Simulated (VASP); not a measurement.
# Al13Zn8Ga3O32 (P1) in VASP: notebook

Aim: see how the results for Al13Zn8Ga3O32 move with the level of theory and the settings. Levels: PBEsol, HSE06. Tasks: single point.

Program: VASP 6.6.1. These are calculated values, not measurements. Logs are shortened: lines on timing, memory, paths and dates and some standing lists are left out, and cuts for length are marked.

## Step 1: The cell of the first run

The typed cell holds 56 atoms: a = 8.138 Å, b = 8.138 Å, c = 8.138 Å, α = 90.00°, β = 90.00°, γ = 90.00°.

## Step 2: Single point, PBEsol

Input file INCAR:

```
SYSTEM = Al13Zn8Ga3O32
ALGO = Normal
EDIFF = 1E-6
ENCUT = 520
GGA = PS
ISIF = 2
ISMEAR = -1
ISYM = 0
LASPH = .True.
LCHARG = .True.
LELF = .True.
LREAL = Auto
LVHAR = .True.
LWAVE = .False.
NBANDS = 217
NELM = 100
PREC = Accurate
SIGMA = 0.05
```

Input file KPOINTS:

```
Automatic mesh
0
Gamma
  1 1 1
  0.25 0.25 0.25
```

Input file POSCAR:

```
Al13Zn8Ga3O32
1.0
    8.1384649215      0.0000000000      0.0000000000
    0.0000000000      8.1384649215      0.0000000000
    0.0000000000      0.0000000000      8.1384649215
Zn Al O Ga
8 13 32 3
Direct
    0.8752230000      0.3733030000      0.3721900000
    0.3730700000      0.8755150000      0.3721230000
    0.3734860000      0.3736180000      0.8776200000
    0.1281060000      0.1257040000      0.1247210000
    0.8751960000      0.8754360000      0.8775100000
    0.6225700000      0.6237840000      0.1243090000
    0.6227480000      0.1258630000      0.6262050000
    0.1280640000      0.6240320000      0.6261690000
    0.4997540000      0.9996740000      0.0000260000
    0.7509070000      0.2481010000      0.0016310000
    0.7491830000      0.0000340000      0.2465700000
    0.0014870000      0.4984650000      0.0016930000
    0.2497940000      0.7496650000      0.0000970000
    0.4962190000      0.4992110000      0.4994680000
    0.2513710000      0.2512590000      0.5012450000
    0.2497140000      0.4996170000      0.2500570000
    0.4998590000      0.2496260000      0.2501560000
    0.2514050000      0.0009090000      0.7518200000
    0.0002270000      0.7490110000      0.2465980000
    0.0026320000      0.2497310000      0.7529270000
    0.4962820000      0.7502580000      0.7505000000
    0.5132550000      0.0137700000      0.2349840000
    0.7355140000      0.2346670000      0.2355600000
    0.5142860000      0.2358690000      0.0144680000
    0.7347640000      0.0139280000      0.0134170000
    0.0146440000      0.5133000000      0.2359740000
    0.2354620000      0.7356130000      0.2346800000
    0.0146870000      0.7342850000      0.0124730000
    0.2366160000      0.5136920000      0.0155030000
    0.0169170000      0.0150490000      0.7431790000
    0.2372900000      0.2356630000      0.7373250000
    0.0166390000      0.2438300000      0.5168550000
    0.2435660000      0.0168800000      0.5161710000
    0.2644700000      0.2638150000      0.2648970000
    0.4845460000      0.4854610000      0.2634430000
    0.4855590000      0.2641870000      0.4861300000
    0.2630000000      0.4853850000      0.4849810000
    0.5052260000      0.5147700000      0.7353340000
    0.7313380000      0.7408550000      0.7405660000
    0.5042130000      0.7341090000      0.5148130000
    0.7304490000      0.5074830000      0.5085890000
    0.7648580000      0.7653950000      0.2548380000
    0.9849820000      0.9843740000      0.2554340000
    0.9905070000      0.7581990000      0.4818350000
    0.7584700000      0.9915720000      0.4808400000
    0.7667550000      0.2559320000      0.7670750000
    0.9928250000      0.4845150000      0.7671170000
    0.9873120000      0.2633400000      0.9878830000
    0.7657860000      0.4826050000      0.9937100000
    0.2624920000      0.7654360000      0.7652680000
    0.4855850000      0.9860010000      0.7648790000
    0.4846520000      0.7633060000      0.9860440000
    0.2650760000      0.9856530000      0.9868480000
    0.0011980000      0.0011380000      0.4988980000
    0.7468990000      0.7495750000      0.4971940000
    0.7485850000      0.4982060000      0.7514160000
```

Potentials or basis: VASP PAW PBE potentials, release 64 (Zn, Al, O, Ga_d).

On the command line:

```
> cat potpaw_PBE.64/Zn/POTCAR potpaw_PBE.64/Al/POTCAR potpaw_PBE.64/O/POTCAR potpaw_PBE.64/Ga_d/POTCAR > POTCAR
> mpirun -np 1 vasp_std > vasp.out
```

OUTCAR:

```text
SYSTEM = Al13Zn8Ga3O32
   EDIFF = 1E-6
   ENCUT = 520
   GGA = PS
   ISIF = 2
   ISMEAR = -1
   ISYM = 0
   LASPH = .True.
   LREAL = Auto
   NELM = 100
   PREC = Accurate

 ion  position               nearest neighbor table
   1  0.875  0.373  0.372-  23 1.95  41 1.95  26 1.95  32 1.95
   2  0.373  0.876  0.372-  27 1.95  33 1.95  40 1.95  22 1.95
   3  0.373  0.374  0.878-  31 1.95  29 1.95  38 1.95  24 1.95
   4  0.128  0.126  0.125-  34 1.95  53 1.95  48 1.95  43 1.95
   5  0.875  0.875  0.878-  25 1.95  39 1.95  28 1.95  30 1.95
   6  0.623  0.624  0.124-  42 1.95  49 1.95  35 1.95  52 1.95
   7  0.623  0.126  0.626-  46 1.95  36 1.95  45 1.95  51 1.95
   8  0.128  0.624  0.626-  37 1.95  50 1.95  47 1.95  44 1.96
   9  0.500  1.000  0.000-  53 1.92  22 1.92  25 1.92  51 1.92  24 1.93  52 1.93  11 2.85  18 2.86
                            21 2.87  10 2.88  13 2.88  17 2.88
  10  0.751  0.248  0.002-  23 1.91  25 1.91  49 1.91  46 1.91  24 1.93  48 1.93  11 2.84  17 2.87
                             9 2.88  56 2.88  20 2.88  12 2.88
  11  0.749  0.000  0.247-  25 1.90  45 1.91  23 1.91  42 1.92  43 1.92  22 1.93  10 2.84   9 2.85
                            17 2.87  55 2.88  19 2.89  54 2.90
  12  0.001  0.498  0.002-  26 1.91  47 1.91  48 1.92  29 1.92  49 1.92  28 1.92  19 2.85  16 2.86
                            20 2.86  13 2.87  10 2.88  56 2.90
  13  0.250  0.750  0.000-  27 1.92  52 1.92  50 1.92  28 1.92  29 1.93  53 1.93  19 2.85  21 2.85
                            12 2.87  18 2.87   9 2.88  16 2.88
  14  0.496  0.499  0.499-  37 1.91  41 1.91  40 1.92  36 1.92  38 1.93  35 1.93  15 2.84  16 2.85
                            17 2.87  55 2.88  21 2.89  56 2.90
  15  0.251  0.251  0.501-  37 1.91  33 1.91  36 1.91  32 1.92  31 1.93  34 1.93  14 2.84  16 2.87
                            17 2.88  54 2.88  20 2.88  18 2.88
[... 42 lines left out ...]
  52  0.485  0.763  0.986-  13 1.92  21 1.92   9 1.93   6 1.95
  53  0.265  0.986  0.987-   9 1.92  18 1.92  13 1.93   4 1.95
  54  0.001  0.001  0.499-  33 1.98  45 1.98  44 1.98  32 1.98  43 1.99  30 2.00  15 2.88  20 2.89
                            18 2.90  11 2.90  19 2.90  55 2.91
  55  0.747  0.750  0.497-  45 1.98  41 1.98  42 1.98  40 1.98  39 1.99  44 1.99  14 2.88  11 2.88
                            21 2.90  19 2.90  56 2.91  54 2.91
  56  0.749  0.498  0.751-  49 1.98  46 1.98  39 1.98  41 1.98  38 1.99  47 1.99  10 2.88  20 2.89
                            12 2.90  14 2.90  21 2.90  55 2.91

IMPORTANT INFORMATION: All symmetrisations will be switched off!
NOSYMM: (Re-)initialisation of all symmetry stuff for point group C_1.

----------------------------------------------------------------------------------------

                                     Primitive cell

  volume of cell :     539.0481

  direct lattice vectors                    reciprocal lattice vectors
     8.138464922  0.000000000  0.000000000     0.122873295  0.000000000  0.000000000
     0.000000000  8.138464922  0.000000000     0.000000000  0.122873295  0.000000000
     0.000000000  0.000000000  8.138464922     0.000000000  0.000000000  0.122873295

  length of vectors
     8.138464922  8.138464922  8.138464922     0.122873295  0.122873295  0.122873295

  position of ions in fractional coordinates (direct lattice)
     0.875223000  0.373303000  0.372190000
     0.373070000  0.875515000  0.372123000
     0.373486000  0.373618000  0.877620000
     0.128106000  0.125704000  0.124721000
     0.875196000  0.875436000  0.877510000
     0.622570000  0.623784000  0.124309000
[... 48 lines left out ...]
     0.746899000  0.749575000  0.497194000
     0.748585000  0.498206000  0.751416000

  ion indices of the primitive-cell ions
   primitive index   ion index
                 1           1
                 2           2
                 3           3
                 4           4
                 5           5
                 6           6
[... 48 lines left out ...]
                55          55
                56          56

----------------------------------------------------------------------------------------

 KPOINTS: Automatic mesh

Automatic generation of k-mesh.
 Grid dimensions read from file:
 generate k-points for:    1    1    1

 Generating k-lattice:

  Cartesian coordinates                     Fractional coordinates (reciprocal lattice)
     0.122873295  0.000000000  0.000000000     1.000000000  0.000000000  0.000000000
     0.000000000  0.122873295  0.000000000     0.000000000  1.000000000  0.000000000
     0.000000000  0.000000000  0.122873295     0.000000000  0.000000000  1.000000000

  Length of vectors
     0.122873295  0.122873295  0.122873295

  Shift w.r.t. Gamma in fractional coordinates (k-lattice)
     0.250000000  0.250000000  0.250000000

 Subroutine IBZKPT returns following result:
 ===========================================

 Found      4 irreducible k-points:

[... 35 lines left out ...]
   NELECT =     366.0000    total number of electrons
   NUPDOWN=      -1.0000    fix difference up-down
   EMIN   =  10.00;   EMAX   =-10.00  energy-range for DOS
   EFERMI =   0.00;   METHOD = LEGACY
   ISMEAR =    -1;   SIGMA  =   0.05  broadening in eV -4-tet -1-fermi 0-gaus
   EFERMI_NEDOS =   21; number of points for ismear=-14 and -15
   IALGO  =     38    algorithm
   IMIX   =      4    mixing-type and parameters
     AMIX     =   0.40;   BMIX     =  1.00
     AMIX_MAG =   1.60;   BMIX_MAG =  1.00
  volume/ion in A,a.u.               =       9.63        64.96
  Fermi-wavevector in a.u.,A,eV,Ry     =   1.438885  2.719098 28.169360  2.070390
  Thomas-Fermi vector in A             =   2.557802
   LORBIT       =      0    0 simple, 1 ext, 2 COOP (PROOUT), +10 PAW based schemes
   GGA     = PS    functional components
   LHFCALC =     F    Hartree Fock is set to
   AEXX    =    0.0000 exact exchange contribution
   IVDW    =     0    specifies the selected vdW correction
   LEPSILON=     F    determine dielectric tensor
   LRPA    =     F    only Hartree local field effects (RPA)
 non-spin polarized calculation
  energy-cutoff  :      520.00
  volume of cell :      539.05
 maximum number of plane-waves:     14528
 NGX is ok and might be reduce to    64
   NGX = 31   NGY = 31   NGZ = 31

 number of electron     366.0000086 magnetization

 Free energy of the ion-electron system (eV)
  ---------------------------------------------------
  ext. energy  EPLUGINS =         0.00000000
  ---------------------------------------------------
  free energy    TOTEN  =      -384.50362854 eV

  energy without entropy =     -384.50362854  energy(sigma->0) =     -384.50362854

 E-fermi :   5.1533     XC(G=0): -11.7432

 val. band max:        3.8873074169   @ k =  -0.2500   0.2500   0.2500
 cond. band min:       8.5641318550   @ k =  -0.2500   0.2500   0.2500
 fundamental gap:      4.6768244381
 Fermi energy:         5.1532667345

 k-point     1 :       0.2500    0.2500    0.2500
  band No.  band energies     occupation
      1     -14.8329      2.00000
      2     -14.4713      2.00000
      3     -14.4628      2.00000
      4     -14.4598      2.00000
      5     -13.9758      2.00000
      6     -13.9641      2.00000
[... 187 lines left out ...]
    194      11.5735      0.00000
    195      12.0102      0.00000

 k-point     2 :      -0.2500    0.2500    0.2500
  band No.  band energies     occupation
      1     -14.8331      2.00000
      2     -14.4735      2.00000
      3     -14.4645      2.00000
      4     -14.4577      2.00000
      5     -13.9727      2.00000
      6     -13.9622      2.00000
[... 187 lines left out ...]
    194      11.2657      0.00000
    195      11.9899      0.00000

 k-point     3 :      -0.2500   -0.2500    0.2500
  band No.  band energies     occupation
      1     -14.8324      2.00000
      2     -14.4751      2.00000
      3     -14.4640      2.00000
      4     -14.4568      2.00000
      5     -13.9744      2.00000
      6     -13.9675      2.00000
[... 187 lines left out ...]
    194      11.6543      0.00000
    195      12.0443      0.00000

 k-point     4 :       0.2500   -0.2500    0.2500
  band No.  band energies     occupation
      1     -14.8323      2.00000
      2     -14.4719      2.00000
      3     -14.4634      2.00000
      4     -14.4612      2.00000
      5     -13.9738      2.00000
      6     -13.9625      2.00000
[... 187 lines left out ...]
    194      11.5803      0.00000
    195      12.0077      0.00000
 [bands above 195 left out]

------------------------ aborting loop because EDIFF is reached ----------------------------------------

  FORCE on cell =-STRESS in cart. coord.  units (eV):
  Direction    XX          YY          ZZ          XY          YZ          ZX
  --------------------------------------------------------------------------------------
  -------------------------------------------------------------------------------------
  Total        1.7727873      1.5172820      1.7422996      0.8347627     -0.3043361      0.9815076
  in kB        5.2691397      4.5097181      5.1785233      2.4811107     -0.9045584      2.9172709
  external PRESSURE =       4.9857937 kB  Pullay stress =       0.0000000 kB

 VOLUME and BASIS-vectors are now :
 -----------------------------------------------------------------------------
  energy-cutoff  :      520.00
  volume of cell :      539.05
      direct lattice vectors                 reciprocal lattice vectors
     8.138464922  0.000000000  0.000000000     0.122873295  0.000000000  0.000000000
     0.000000000  8.138464922  0.000000000     0.000000000  0.122873295  0.000000000
     0.000000000  0.000000000  8.138464922     0.000000000  0.000000000  0.122873295

 POSITION                                       TOTAL-FORCE (eV/Angst)
 -----------------------------------------------------------------------------------
      7.12297      3.03811      3.02906         0.038886      0.012831      0.010064
      3.03622      7.12535      3.02851         0.031247      0.010321      0.009217
      3.03960      3.04068      7.14248         0.031194      0.012057      0.014999
      1.04259      1.02304      1.01504        -0.035696     -0.014052     -0.021127
      7.12275      7.12471      7.14158         0.043903      0.004019      0.009489
      5.06676      5.07664      1.01168        -0.038660     -0.009219     -0.021357
[... 48 lines left out ...]
      6.07861      6.10039      4.04640         0.005168     -0.000386      0.006058
      6.09233      4.05463      6.11537         0.015628      0.007444      0.002581
 -----------------------------------------------------------------------------------
    total drift:                               -0.015176     -0.003439     -0.020493

  FREE ENERGIE OF THE ION-ELECTRON SYSTEM (eV)
  ---------------------------------------------------
  free  energy   TOTEN  =      -384.5036285414 eV

  energy  without entropy=     -384.5036285414  energy(sigma->0) =     -384.50362854
```

Run time: 33 min. Hardware: 1 thread of AMD EPYC 7R43 (Zen 3), shared host; peak memory 0.7 GiB.

Results:

```
Free energy            : -384.5036 eV
Pressure               : 0.5 GPa
Largest force          : 0.079 eV/Å
Band gap on the k mesh : 4.68 eV
```

Forces on the atoms (eV/Å):
```
Zn   0.039  0.013  0.010
Zn   0.031  0.010  0.009
Zn   0.031  0.012  0.015
Zn  -0.036 -0.014 -0.021
Zn   0.044  0.004  0.009
Zn  -0.039 -0.009 -0.021
Zn  -0.036 -0.011 -0.005
Zn  -0.038 -0.006 -0.001
Al  -0.001 -0.002 -0.002
Al   0.006 -0.003 -0.001
Al   0.001 -0.004 -0.007
Al   0.008  0.004 -0.001
Al  -0.005  0.000 -0.004
Al  -0.005 -0.002 -0.003
Al  -0.002 -0.001  0.005
Al  -0.001  0.003 -0.003
Al  -0.006  0.001 -0.004
Al  -0.003 -0.003  0.008
Al   0.001 -0.002 -0.006
Al   0.006  0.000  0.007
Al   0.001  0.002  0.005
O    0.035  0.038 -0.048
O   -0.025 -0.015 -0.014
O    0.033 -0.055  0.031
O   -0.054  0.031  0.027
O    0.029  0.036 -0.052
O   -0.022 -0.018 -0.012
O    0.029 -0.055  0.040
O   -0.054  0.027  0.024
O    0.012  0.024 -0.031
O   -0.013 -0.021 -0.023
O    0.014 -0.027  0.021
O   -0.020  0.016  0.013
O    0.016  0.015  0.017
O   -0.020 -0.037  0.064
O   -0.028  0.061 -0.042
O    0.057 -0.029 -0.028
O    0.005  0.043 -0.052
O   -0.039  0.004  0.000
O    0.002 -0.050  0.048
O   -0.041  0.010  0.009
O    0.029  0.026 -0.012
O   -0.024 -0.020  0.028
O    0.005  0.014 -0.035
O    0.008  0.014 -0.029
O    0.025 -0.012  0.018
O   -0.011 -0.046  0.038
O   -0.039  0.062 -0.025
O    0.042 -0.036  0.005
O    0.020  0.016  0.012
O   -0.024 -0.036  0.051
O   -0.024  0.054 -0.031
O    0.056 -0.027 -0.026
Ga   0.003 -0.005  0.016
Ga   0.005  0.000  0.006
Ga   0.016  0.007  0.003
```

Caveat: the k points lie up to 0.77 Å⁻¹ apart; the PAW data sets were made with another functional, which shifts forces and pressure a little; a shifted mesh leaves out Γ, where band edges can lie.

## Step 3: Single point, HSE06

POSCAR: that of step 2 with these lines changed.

```diff
@@ -2,5 +2,5 @@
 1.0
-    8.1384649215      0.0000000000      0.0000000000
-    0.0000000000      8.1384649215      0.0000000000
-    0.0000000000      0.0000000000      8.1384649215
+    8.1384650000      0.0000000000      0.0000000000
+    0.0000000000      8.1384650000      0.0000000000
+    0.0000000000      0.0000000000      8.1384650000
 Zn Al O Ga
```

Input file INCAR.step1:

```
PREC = Accurate
ENCUT = 520
EDIFF = 1E-5
ISMEAR = -1
SIGMA = 0.05
LREAL = Auto
LASPH = T
NELM = 100
ALGO = Normal
ISIF = 2
LWAVE = T
LCHARG = F
GGA = PE
NBANDS = 217
```

Input file INCAR.step2:

```
PREC = Accurate
ENCUT = 520
EDIFF = 1E-6
ISMEAR = -1
SIGMA = 0.05
LREAL = Auto
LASPH = T
NELM = 100
ALGO = Normal
ISIF = 2
LWAVE = F
LCHARG = F
GGA = PE
LHFCALC = T
HFSCREEN = 0.2079
PRECFOCK = Fast
ISTART = 1
NBANDS = 217
```

Input file KPOINTS:

```
Automatic mesh
0
Gamma
  1 1 1
```

Potentials or basis: VASP PAW PBE potentials, release 64 (Zn, Al, O, Ga_d).

On the command line:

```
> cat potpaw_PBE.64/Zn/POTCAR potpaw_PBE.64/Al/POTCAR potpaw_PBE.64/O/POTCAR potpaw_PBE.64/Ga_d/POTCAR > POTCAR
> cp INCAR.step1 INCAR
> mpirun -np 1 vasp_gam > vasp.out
> cp INCAR.step2 INCAR
> mpirun -np 1 vasp_gam > vasp.out
```

Run time: 41 min. Hardware: 1 thread of Oxide Virtual Turin-like, shared host; peak memory 0.82 GiB.

The run converged. Its results:

| Item | Value |
| --- | --- |
| Free energy | -444.3101 eV |
| Pressure | -0.6 GPa |
| Largest force | 0.321 eV/Å |
| Band gap on the k mesh | 5.64 eV |

Forces on the atoms (eV/Å):
```
Zn   0.039  0.018 -0.004
Zn   0.035  0.011  0.013
Zn   0.014  0.015  0.015
Zn  -0.040 -0.017 -0.043
Zn   0.044  0.023  0.045
Zn  -0.039 -0.010 -0.023
Zn  -0.055 -0.016 -0.010
Zn  -0.007 -0.024 -0.006
Al   0.002 -0.004 -0.004
Al   0.012 -0.028  0.022
Al  -0.018  0.017 -0.048
Al   0.028  0.004  0.018
Al  -0.006  0.000 -0.006
Al  -0.045 -0.024 -0.022
Al   0.022  0.024  0.011
Al  -0.003  0.005  0.000
Al  -0.002  0.001  0.000
Al   0.017 -0.001  0.028
Al   0.019 -0.022 -0.046
Al   0.031  0.000  0.031
Al  -0.039  0.023  0.023
O    0.158  0.160 -0.186
O   -0.150 -0.162 -0.154
O    0.154 -0.170  0.150
O   -0.201  0.176  0.175
O    0.167  0.167 -0.195
O   -0.152 -0.132 -0.148
O    0.166 -0.203  0.168
O   -0.177  0.145  0.165
O    0.151  0.151 -0.193
O   -0.142 -0.163 -0.143
O    0.150 -0.182  0.153
O   -0.179  0.158  0.134
O    0.134  0.126  0.138
O   -0.156 -0.159  0.190
O   -0.169  0.210 -0.167
O    0.208 -0.174 -0.172
O    0.159  0.172 -0.176
O   -0.168 -0.141 -0.155
O    0.162 -0.194  0.178
O   -0.189  0.165  0.161
O    0.158  0.167  0.148
O   -0.144 -0.148  0.186
O   -0.149  0.161 -0.163
O    0.161 -0.139 -0.175
O    0.158  0.140  0.155
O   -0.170 -0.174  0.180
O   -0.159  0.206 -0.154
O    0.165 -0.179 -0.150
O    0.149  0.161  0.149
O   -0.164 -0.169  0.191
O   -0.161  0.170 -0.161
O    0.200 -0.145 -0.146
Ga   0.026  0.019  0.018
Ga  -0.021  0.000 -0.022
Ga   0.017 -0.017  0.027
```

Stress tensor (GPa, compression positive):
```
-0.61  0.28  0.33
 0.28 -0.66 -0.11
 0.33 -0.11 -0.62
```

Levels at points of the mesh, in eV from the valence-band top:
```
           k point  band 181  band 182  band 183  band 184  band 185  band 186
(0.00, 0.00, 0.00)     -0.01      0.00      0.00      5.64      8.38      8.55
```

Caveat: the k points lie up to 0.77 Å⁻¹ apart; the PAW data sets were made with another functional, which shifts forces and pressure a little; an odd mesh through Γ misses points on the zone boundary, where band edges can lie.
